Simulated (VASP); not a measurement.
# Si (Im-3m) in VASP: a series of runs, part 2 of 2

VASP 6.6.1. Earlier steps stand in the parts before.

## 3. Single point, PBE

File INCAR:

```
PREC = Accurate
ENCUT = 520
EDIFF = 1E-7
ISMEAR = -1
SIGMA = 0.08
LREAL = False
LASPH = True
NELM = 60
ALGO = Normal
ISIF = 2
LWAVE = False
LCHARG = False
GGA = PE
NBANDS = 8
```

File KPOINTS:

```
regular mesh
0
Gamma
  22 22 22
```

File POSCAR:

```
Si
1.0
   -1.1605843963      1.1605843963      1.1605843963
    1.1605843963     -1.1605843963      1.1605843963
    1.1605843963      1.1605843963     -1.1605843963
Si
1
Direct
    0.0000000000      0.0000000000      0.0000000000
```

Potentials or basis: VASP PAW PBE potentials, release 64 (Si).

The run is started by

```
$ cat potpaw_PBE.64/Si/POTCAR > POTCAR
$ mpirun -np 1 vasp_std > vasp.out
```

OUTCAR:

```text
PREC = Accurate
   ENCUT = 520
   EDIFF = 1E-7
   ISMEAR = -1
   LREAL = False
   LASPH = True
   NELM = 60
   ISIF = 2
   GGA = PE

 ion  position               nearest neighbor table
   1  0.000  0.000  0.000-

  LATTYP: Found a body centered cubic cell.
 ALAT       =     2.3211687926

  Lattice vectors:

 A1 = (  -1.1605843963,   1.1605843963,   1.1605843963)
 A2 = (   1.1605843963,  -1.1605843963,   1.1605843963)
 A3 = (   1.1605843963,   1.1605843963,  -1.1605843963)

Analysis of symmetry for initial positions (statically):
=====================================================================
 Subroutine PRICEL returns:
 Original cell was already a primitive cell.

 Routine SETGRP: Setting up the symmetry group for a
 body centered cubic supercell.

 Subroutine GETGRP returns: Found 48 space group operations
 (whereof 48 operations were pure point group operations)
 out of a pool of 48 trial point group operations.

The static configuration has the point symmetry O_h .

Analysis of symmetry for dynamics (positions and initial velocities):
=====================================================================
 Subroutine PRICEL returns:
 Original cell was already a primitive cell.

 Routine SETGRP: Setting up the symmetry group for a
 body centered cubic supercell.

 Subroutine GETGRP returns: Found 48 space group operations
 (whereof 48 operations were pure point group operations)
 out of a pool of 48 trial point group operations.

The dynamic configuration has the point symmetry O_h .

 Subroutine INISYM returns: Found 48 space group operations
 (whereof 48 operations are pure point group operations),
 and found     1 'primitive' translations

[... 103 lines left out ...]
   NELECT =       4.0000    total number of electrons
   NUPDOWN=      -1.0000    fix difference up-down
   EMIN   =  10.00;   EMAX   =-10.00  energy-range for DOS
   EFERMI =   0.00;   METHOD = LEGACY
   ISMEAR =    -1;   SIGMA  =   0.08  broadening in eV -4-tet -1-fermi 0-gaus
   EFERMI_NEDOS =   21; number of points for ismear=-14 and -15
   IALGO  =     38    algorithm
   IMIX   =      4    mixing-type and parameters
     AMIX     =   0.40;   BMIX     =  1.00
     AMIX_MAG =   1.60;   BMIX_MAG =  1.00
  volume/ion in A,a.u.               =       6.25        42.20
  Fermi-wavevector in a.u.,A,eV,Ry     =   1.410581  2.665612 27.072049  1.989739
  Thomas-Fermi vector in A             =   2.532520
   LORBIT       =      0    0 simple, 1 ext, 2 COOP (PROOUT), +10 PAW based schemes
   GGA     = PE    functional components
   LHFCALC =     F    Hartree Fock is set to
   AEXX    =    0.0000 exact exchange contribution
   IVDW    =     0    specifies the selected vdW correction
   LEPSILON=     F    determine dielectric tensor
   LRPA    =     F    only Hartree local field effects (RPA)
 non-spin polarized calculation
  energy-cutoff  :      520.00
  volume of cell :        6.25
 maximum number of plane-waves:       178
   NGX =  7   NGY =  7   NGZ =  7

 number of electron       3.9999999 magnetization

 Free energy of the ion-electron system (eV)
  ---------------------------------------------------
  ext. energy  EPLUGINS =         0.00000000
  ---------------------------------------------------
  free energy    TOTEN  =         0.90362194 eV

  energy without entropy =        0.90914746  energy(sigma->0) =        0.90638470

 E-fermi :  25.3755     XC(G=0): -14.9671

 val. band max:       25.3671440174   @ k =   0.2273   0.1818   0.0909
 cond. band min:      25.3759866147   @ k =   0.1818   0.1818   0.0455
 fundamental gap:      0.0088425974
 Fermi energy:        25.3755388061

 k-point     1 :       0.0000    0.0000    0.0000
  band No.  band energies     occupation
      1       1.1819      2.00000
      2      42.6194      0.00000
      3      42.6194      0.00000
      4      42.6194      0.00000
      5      48.7045      0.00000
      6      48.7045      0.00000
      7      52.8815      0.00000
      8      52.8815      0.00000
[... 243 lines left out ...]
 k-point    24 :       0.1364    0.0909    0.0000
  band No.  band energies     occupation
      1       3.2450      2.00000
      2      33.0866      0.00000
      3      35.5505      0.00000
      4      40.6654      0.00000
      5      44.4082      0.00000
      6      47.6478      0.00000
      7      53.2218      0.00000
      8      55.3384      0.00000

 [... further k-points ...]
[... 5 lines left out ...]
  --------------------------------------------------------------------------------------
  -------------------------------------------------------------------------------------
  Total       17.8763669     17.8763669     17.8763669      0.0000000      0.0000000      0.0000000
  in kB     4580.3605965   4580.3605965   4580.3605965      0.0000000      0.0000000      0.0000000
  external PRESSURE =    4580.3605965 kB  Pullay stress =       0.0000000 kB

 VOLUME and BASIS-vectors are now :
 -----------------------------------------------------------------------------
  energy-cutoff  :      520.00
  volume of cell :        6.25
      direct lattice vectors                 reciprocal lattice vectors
    -1.160584396  1.160584396  1.160584396     0.000000000  0.430817441  0.430817441
     1.160584396 -1.160584396  1.160584396     0.430817441  0.000000000  0.430817441
     1.160584396  1.160584396 -1.160584396     0.430817441  0.430817441  0.000000000

 POSITION                                       TOTAL-FORCE (eV/Angst)
 -----------------------------------------------------------------------------------
      0.00000      0.00000      0.00000        -0.000000      0.000000      0.000000
 -----------------------------------------------------------------------------------
    total drift:                               -0.000000      0.000000      0.000000

  FREE ENERGIE OF THE ION-ELECTRON SYSTEM (eV)
  ---------------------------------------------------
  free  energy   TOTEN  =         0.9036219410 eV

  energy  without entropy=        0.9091474616  energy(sigma->0) =        0.90638470
```

Run time: 7.3 s. Hardware: 1 thread of Intel Xeon 6975P-C, shared host; peak memory 0.12 GiB.

Results:

```
Free energy            : 0.9036 eV
Pressure               : 458.0 GPa
Band gap on the k mesh : zero (band 2 reaches 42.62 eV, above the bottom of band 3 at 19.34 eV)
```

## 4. Relaxation of cell and atoms, PBE, target pressure 460 GPa, at which the enthalpy is minimised

This run uses another cell than the first one, of 6.21 Å³/atom, 0.993 times its volume.

File INCAR:

```
PREC = Accurate
ENCUT = 600
EDIFF = 1E-6
ISMEAR = -1
SIGMA = 0.08
LREAL = F
LASPH = T
NELM = 80
ALGO = Normal
ISIF = 3
LWAVE = F
LCHARG = F
GGA = PE
IBRION = 2
NSW = 60
EDIFFG = -0.005
PSTRESS = 4600.0
```

KPOINTS is that of step 3.

File POSCAR:

```
Si
1.0
   -1.1578939446      1.1578939446      1.1578939446
    1.1578939446     -1.1578939446      1.1578939446
    1.1578939446      1.1578939446     -1.1578939446
Si
1
Direct
    0.0000000000      0.0000000000      0.0000000000
```

Potentials or basis: VASP PAW PBE potentials, release 64 (Si).

The run is started by

```
$ cat potpaw_PBE.64/Si/POTCAR > POTCAR
$ mpirun -np 1 vasp_std > vasp.out
```

OUTCAR:

```text
PREC = Accurate
   ENCUT = 600
   EDIFF = 1E-6
   ISMEAR = -1
   LREAL = F
   LASPH = T
   NELM = 80
   ISIF = 3
   GGA = PE
   IBRION = 2
   NSW = 60
   EDIFFG = -0.005
   PSTRESS = 4600.0

 ion  position               nearest neighbor table
   1  0.000  0.000  0.000-

  LATTYP: Found a body centered cubic cell.
 ALAT       =     2.3157878892

  Lattice vectors:

 A1 = (  -1.1578939446,   1.1578939446,   1.1578939446)
 A2 = (   1.1578939446,  -1.1578939446,   1.1578939446)
 A3 = (   1.1578939446,   1.1578939446,  -1.1578939446)

Analysis of symmetry for initial positions (statically):
=====================================================================
 Subroutine PRICEL returns:
[... 279 lines left out ...]

 number of electron       3.9999999 magnetization

 Free energy of the ion-electron system (eV)
  ---------------------------------------------------
  ext. energy  EPLUGINS =         0.00000000
  ---------------------------------------------------
  free energy    TOTEN  =         0.92840900 eV

  energy without entropy =        0.93393149  energy(sigma->0) =        0.93117024

 E-fermi :  25.4089     XC(G=0): -14.9741

 val. band max:       25.4060221266   @ k =   0.1818   0.1818   0.0455
 cond. band min:      25.4431937158   @ k =   0.5000   0.5000   0.5000
 fundamental gap:      0.0371715892
 Fermi energy:        25.4088966839

 k-point     1 :       0.0000    0.0000    0.0000
  band No.  band energies     occupation
      1       1.1964      2.00000
      2      42.6629      0.00000
      3      42.6629      0.00000
      4      42.6629      0.00000
      5      48.7526      0.00000
      6      48.7526      0.00000
[... 199 lines left out ...]
 k-point    24 :       0.1364    0.0909    0.0000
  band No.  band energies     occupation
      1       3.2612      2.00000
      2      33.1229      0.00000
      3      35.5892      0.00000
      4      40.7139      0.00000
      5      44.4530      0.00000
      6      47.6994      0.00000

 [... further k-points ...]
[... 5 lines left out ...]
  --------------------------------------------------------------------------------------
  -------------------------------------------------------------------------------------
  Total       17.9294562     17.9294562     17.9294562      0.0000000      0.0000000     -0.0000000
  in kB     4600.3717629   4600.3717629   4600.3717629      0.0000000      0.0000000     -0.0000000
  external PRESSURE =       0.3717629 kB  Pullay stress =    4600.0000000 kB
[... 20 lines left out ...]
  energy  without entropy=        0.9339314872  energy(sigma->0) =        0.93117024

  enthalpy is  TOTEN    =        18.8564163329 eV   P V=       17.9280073337

 reached required accuracy - stopping structural energy minimisation
```

OSZICAR:

```text
N       E                     dE             d eps       ncg     rms          rms(c)
DAV:   1     0.458308484550E+01    0.45831E+01   -0.25912E+03  5064   0.641E+02
DAV:   2     0.841524490132E+00   -0.37416E+01   -0.34562E+01  5736   0.539E+01
DAV:   3     0.827729937310E+00   -0.13795E-01   -0.13783E-01  4662   0.328E+00
[... 17 lines left out ...]
DAV:   3     0.926126657093E+00    0.56046E-03   -0.14877E-04  4560   0.108E-01    0.795E-02
DAV:   4     0.926126684949E+00    0.27856E-07   -0.21449E-07  5250   0.582E-03
   3 F= 0.18856417E+02 E0= 0.18859178E+02  d E =-.877713E-03
       N       E                     dE             d eps       ncg     rms          rms(c)
DAV:   1     0.928409023584E+00    0.22824E-02   -0.59836E-07  3072   0.589E-03    0.297E-02
DAV:   2     0.928408999167E+00   -0.24417E-07   -0.13797E-08  2124   0.124E-03
   4 F= 0.18856416E+02 E0= 0.18859178E+02  d E =-.877927E-03
```

Wall time 11 s (1 thread of Intel Xeon 6975P-C, shared host); peak memory 0.12 GiB.

What came out:

- Free energy: 0.9284 eV
- Relaxed volume: 6.24 Å³/atom
- Relaxed cell: a = 2.009 Å, b = 2.009 Å, c = 2.009 Å, α = 109.47°, β = 109.47°, γ = 109.47°
- Space group after relaxing (to 0.05 Å): Im-3m (No. 229)
- Energy change on relaxing (the enthalpy is what falls): -100.4 meV/atom
- Ionic steps: 4
- Pressure after relaxing: 460.0 GPa
- Band gap on the k mesh: zero (band 2 reaches 42.66 eV, above the bottom of band 3 at 19.37 eV)

The path:
| step | energy change (eV) | largest force (eV/Å) | pressure (GPa) | volume (Å³) |
| --- | --- | --- | --- | --- |
| 1 | 0.0000 | 0.0000 | 468.19 | 6.21 |
| 2 | -0.7872 | 0.0000 | 405.02 | 6.50 |
| 3 | -0.1027 | 0.0000 | 459.81 | 6.25 |
| 4 | -0.1004 | 0.0000 | 460.04 | 6.24 |

Final structure:
```
Si
1.0
    -1.16005    1.16005    1.16005
     1.16005   -1.16005    1.16005
     1.16005    1.16005   -1.16005
Si
1
Cartesian
  0.0000 0.0000 0.0000
```

Caveat: the cell is relaxed towards a set pressure, so the enthalpy falls and the energy may rise.
